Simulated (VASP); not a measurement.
A run of VASP 6.6.1 is set up as follows.

Contents of INCAR:

```
SYSTEM = Ge
  ALGO = Normal
  DIPOL = 0.5 0.5 0.500
  EDIFF = 1E-6
  ENCUT = 520
  IDIPOL = 3
  ISIF = 2
  ISMEAR = 0
  LASPH = .TRUE.
  LCHARG = .FALSE.
  LDIPOL = .TRUE.
  LREAL = .FALSE.
  LWAVE = .FALSE.
  NBANDS = 21
  NELM = 80
  PREC = Accurate
  SIGMA = 0.1
```

Contents of KPOINTS:

```
k-points
0
G
  12 12 1
  0 0 0
```

The input POSCAR:

```
Ge
1.0
    3.7040000000      0.0000000000      0.0000000000
   -1.8520000000      3.2077580956      0.0000000000
    0.0000000000      0.0000000000     28.0000000000
Ge
2
Direct
    0.3333333333      0.6666666667      0.5025535714
    0.6666666667      0.3333333333      0.4974464286
```

Potentials or basis: VASP PAW LDA potentials, release 64 (Ge_d).

The run is started by

```console
$ cat potpaw_LDA.64/Ge_d/POTCAR > POTCAR
$ mpirun -np 1 vasp_std > vasp.out
```

**Question.** Estimate the band gap on the k mesh.

**Answer.** Zero (filled and empty bands touch).

**Question.** What does it give for the largest force?

**Answer.** 0.535 eV/Å.

Forces in eV/Å, atoms in the order of the input:
```
Ge   0.000  0.000  0.535
Ge   0.000  0.000 -0.535
```
